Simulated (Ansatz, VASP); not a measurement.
# Nb in VASP and in Ansatz

```
CELL_PARAMETERS angstrom
-1.65199 1.65199 1.65199
1.65199 -1.65199 1.65199
1.65199 1.65199 -1.65199
ATOMIC_POSITIONS crystal
Nb 0.00000 0.00000 0.00000
```

Alike in both runs: task single point; functional BLYP; k mesh 22 × 22 × 22; occupations fermi-dirac, width 0.05 eV; collinear spin.

```csv
,VASP,Ansatz
version,VASP 6.6.1,Ansatz 0.2.0
potentials or method,"VASP PAW PBE potentials, release 64 (Nb_sv), cutoff 520 eV","plane waves (420 eV) with PAW, scalar-relativistic"
valence electrons in the cell,13,13
```

```csv
,VASP,Ansatz,Ansatz less VASP
pressure (GPa),7.3,7.4,+0.08
net moment per atom (μB),0.00,0.00,0.000
```

VASP's potentials were made for PBE, not for BLYP. Ansatz's warnings: seeded moment not kept.
